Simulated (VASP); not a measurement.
# LiPS3 (R-3c) in VASP: a series of runs, part 2 of 2

VASP 6.6.1. The steps go on from the part before.

## Step 3: Relaxation of cell and atoms, PBE

This run uses another cell than the first one, of 18.49 Å³/atom.

The input, INCAR:

```
SYSTEM = LiPS3
PREC = Accurate ; ENCUT = 600
EDIFF = 1E-6 ; ISMEAR = 0
SIGMA = 0.1 ; LREAL = .FALSE.
LASPH = .TRUE. ; NELM = 80
ALGO = Normal ; ISIF = 3
LWAVE = .FALSE. ; LCHARG = .FALSE.
GGA = PE ; IBRION = 2
NSW = 100 ; EDIFFG = -0.01
```

The input, KPOINTS:

```
regular mesh
0
G
  6 6 6
  0 0 0
```

The input, POSCAR:

```
LiPS3
1.0
    3.1995316915      1.8472504833      5.2131673084
   -3.1995316915      1.8472504833      5.2131673084
    0.0000000000     -3.6945009668      5.2131673084
Li P S
2 2 6
Direct
    0.7500000000      0.7500000000      0.7500000000
    0.2500000000      0.2500000000      0.2500000000
    0.5000000000      0.5000000000      0.5000000000
    0.0000000000      0.0000000000      0.0000000000
    0.2250000000      0.2750000000      0.7500000000
    0.2750000000      0.7500000000      0.2250000000
    0.7750000000      0.7250000000      0.2500000000
    0.2500000000      0.7750000000      0.7250000000
    0.7250000000      0.2500000000      0.7750000000
    0.7500000000      0.2250000000      0.2750000000
```

Potentials or basis: VASP PAW PBE potentials, release 64 (Li_sv, P, S).

Command:

```
> cat potpaw_PBE.64/Li_sv/POTCAR potpaw_PBE.64/P/POTCAR potpaw_PBE.64/S/POTCAR > POTCAR
> mpirun -np 1 vasp_std > vasp.out
```

OUTCAR:

```text
SYSTEM = LiPS3
   PREC = Accurate
   ENCUT = 600
   EDIFF = 1E-6
   ISMEAR = 0
   LREAL = .FALSE.
   LASPH = .TRUE.
   NELM = 80
   ISIF = 3
   GGA = PE
   IBRION = 2
   NSW = 100
   EDIFFG = -0.01

 ion  position               nearest neighbor table
   1  0.750  0.750  0.750-
   2  0.250  0.250  0.250-
   3  0.500  0.500  0.500-   5 2.27   7 2.27   8 2.27  10 2.27   9 2.27   6 2.27
   4  0.000  0.000  0.000-   5 2.27   7 2.27   6 2.27   9 2.27   8 2.27  10 2.27
   5  0.225  0.275  0.750-   3 2.27   4 2.27
   6  0.275  0.750  0.225-   4 2.27   3 2.27
   7  0.775  0.725  0.250-   3 2.27   4 2.27
   8  0.250  0.775  0.725-   3 2.27   4 2.27
   9  0.725  0.250  0.775-   4 2.27   3 2.27
  10  0.750  0.225  0.275-   3 2.27   4 2.27

  LATTYP: Found a trigonal (rhomboedric) cell.
 ALAT       =     6.3895579486
[... 430 lines left out ...]
  free energy    TOTEN  =       -40.68565251 eV

  energy without entropy =      -40.67631489  energy(sigma->0) =      -40.68098370

 E-fermi :   5.3255     XC(G=0):  -9.8848

 val. band max:        5.3235947395   @ k =   0.5000   0.5000   0.3333
 cond. band min:       5.3615037172   @ k =  -0.3333   0.1667   0.1667
 fundamental gap:      0.0379089776
 Fermi energy:         5.3254838509

 k-point     1 :       0.0000    0.0000    0.0000
  band No.  band energies     occupation
      1     -40.0649      2.00000
      2     -40.0647      2.00000
      3     -10.7221      2.00000
      4      -7.7073      2.00000
      5      -7.7073      2.00000
      6      -7.4870      2.00000
[... 829 lines left out ...]
     31       8.5179      0.00000
     32       9.8396      0.00000

 [... further k-points ...]

------------------------ aborting loop because EDIFF is reached ----------------------------------------

  FORCE on cell =-STRESS in cart. coord.  units (eV):
  Direction    XX          YY          ZZ          XY          YZ          ZX
  --------------------------------------------------------------------------------------
  -------------------------------------------------------------------------------------
  Total       -0.0381077     -0.0381077     -0.0463765      0.0000000      0.0000000      0.0000000
  in kB       -0.3653345     -0.3653345     -0.4446061      0.0000000      0.0000000      0.0000000
  external PRESSURE =      -0.3917584 kB  Pullay stress =       0.0000000 kB
[... 25 lines left out ...]
  FREE ENERGIE OF THE ION-ELECTRON SYSTEM (eV)
  ---------------------------------------------------
  free  energy   TOTEN  =       -40.6856525142 eV

  energy  without entropy=      -40.6763148907  energy(sigma->0) =      -40.68098370

 reached required accuracy - stopping structural energy minimisation
```

OSZICAR:

```text
N       E                     dE             d eps       ncg     rms          rms(c)
DAV:   1     0.337909234002E+03    0.33791E+03   -0.24430E+04  2048   0.165E+03
DAV:   2    -0.441767155955E+01   -0.34233E+03   -0.33412E+03  2560   0.300E+02
DAV:   3    -0.372813399324E+02   -0.32864E+02   -0.32035E+02  3064   0.859E+01
[... 231 lines left out ...]
DAV:   2    -0.406856719886E+02    0.95757E-05   -0.64568E-04  2512   0.125E-01    0.410E-02
DAV:   3    -0.406856566219E+02    0.15367E-04   -0.25172E-05  2784   0.241E-02    0.248E-02
DAV:   4    -0.406856509664E+02    0.56555E-05   -0.21388E-05  2496   0.190E-02    0.846E-03
DAV:   5    -0.406856520781E+02   -0.11118E-05   -0.14478E-06  1400   0.673E-03    0.255E-03
DAV:   6    -0.406856525142E+02   -0.43611E-06   -0.24475E-07  1240   0.277E-03
  24 F= -.40685653E+02 E0= -.40680984E+02  d E =-.944958E-04
```

CONTCAR:

```text
LiPS3
   1.00000000000000
     3.1499880383011751    1.8186464417948554    4.8621061539654153
    -3.1499880383011751    1.8186464417948554    4.8621061539654153
    -0.0000000000000001   -3.6372928837724836    4.8621061539603447
  Li              P               S
     2     2     6
Direct
     0.7500000000000000    0.7500000000000000    0.7500000000000000
     0.2500000000000000    0.2500000000000000    0.2500000000000000
     0.5000000000000000    0.5000000000000000    0.5000000000000000
     1.0000000000000000    0.0000000000000000    0.0000000000000000
     0.1341587921686308    0.3658412078313692    0.7500000000000000
     0.3658412078313750    0.7500000000000058    0.1341587921686345
     0.8658412078313692    0.6341587921686308    0.2500000000000000
     0.2500000000000059    0.8658412078313751    0.6341587921686346
     0.6341587921686249    0.2499999999999941    0.8658412078313654
     0.7499999999999942    0.1341587921686249    0.3658412078313656

  0.00000000E+00  0.00000000E+00  0.00000000E+00
  0.00000000E+00  0.00000000E+00  0.00000000E+00
  0.00000000E+00  0.00000000E+00  0.00000000E+00
  0.00000000E+00  0.00000000E+00  0.00000000E+00
  0.00000000E+00  0.00000000E+00  0.00000000E+00
  0.00000000E+00  0.00000000E+00  0.00000000E+00
  0.00000000E+00  0.00000000E+00  0.00000000E+00
  0.00000000E+00  0.00000000E+00  0.00000000E+00
  0.00000000E+00  0.00000000E+00  0.00000000E+00
  0.00000000E+00  0.00000000E+00  0.00000000E+00
```

It took 45 min on 1 thread of AMD EPYC 9R45 (Zen 5), shared host; peak memory 0.5 GiB.

Results:

```yaml
Free_energy: -40.6857 eV
Relaxed_volume: 16.71 Å³/atom
Relaxed_cell: a = 6.072 Å, b = 6.072 Å, c = 6.072 Å, α = 62.50°, β = 62.50°, γ = 62.50°
Space_group_after_relaxing_to_0.1_Å: R-3c (No. 167)
Energy_gained_by_relaxing: 188.0 meV/atom
Ionic_steps: 24
Pressure_after_relaxing: 0.0 GPa
Largest_force_after_relaxing: 0.006 eV/Å
Band_gap_on_the_k_mesh: zero (bands 26 and 27 overlap by 0.32 eV)
```

Forces in eV/Å, atoms in the order of the input:
```
Li   0.000  0.000  0.000
Li   0.000  0.000  0.000
P    0.000  0.000  0.000
P    0.000  0.000  0.000
S   -0.006  0.000  0.000
S    0.003  0.005  0.000
S    0.006  0.000  0.000
S   -0.003  0.005  0.000
S   -0.003 -0.005  0.000
S    0.003 -0.005  0.000
```

The path:
```tsv
step	energy change (eV)	largest force (eV/Å)	pressure (GPa)	volume (Å³)
1	0.0000	0.3834	1.35	184.87
2	-0.0594	0.3911	-0.10	189.07
3	-0.0830	0.3882	-1.54	193.81
4	-0.1279	0.4110	-1.67	193.81
5	-0.2756	0.4603	-2.12	193.81
6	-0.6045	0.4979	-3.26	193.82
7	-1.1559	0.2242	-5.92	193.83
8	0.3404	1.4608	-5.98	193.81
9	-1.2126	0.0507	-6.57	193.83
10	-1.2562	0.0180	-6.52	192.85
11	-1.3659	0.0990	-6.30	189.94
12	-1.4655	0.4093	-5.57	184.19
13	-1.5419	0.3743	-5.13	182.35
14	-1.7276	0.2562	-3.61	176.89
15	-1.8707	0.0353	0.39	166.30
16	-1.8719	0.0059	-0.03	167.24
17	-1.8718	0.0159	0.11	166.91
18	-1.8732	0.0170	0.11	166.92
19	-1.8765	0.0197	0.09	166.93
20	-1.8792	0.0251	0.07	166.95
21	-1.8792	0.0255	0.07	166.95
22	-1.8794	0.0172	-0.01	167.11
23	-1.8794	0.0105	-0.07	167.24
24	-1.8795	0.0055	-0.04	167.12
```

Final structure:
```
Li P S
1.0
     3.14999    1.81865    4.86211
    -3.14999    1.81865    4.86211
     0.00000   -3.63729    4.86211
Li P S
2 2 6
Direct
  0.75000 0.75000 0.75000
  0.25000 0.25000 0.25000
  0.50000 0.50000 0.50000
  0.00000 0.00000 0.00000
  0.13416 0.36584 0.75000
  0.36584 0.75000 0.13416
  0.86584 0.63416 0.25000
  0.25000 0.86584 0.63416
  0.63416 0.25000 0.86584
  0.75000 0.13416 0.36584
```

Caveat: the cutoff is under 1.25 times the usual one of these potentials, so pressure, stress and relaxed cells hold a basis-set (Pulay) error; semilocal functionals underestimate gaps, and a narrow one can read as zero.

The gap in the log of VASP goes by the Fermi energy; the results here count the filled bands.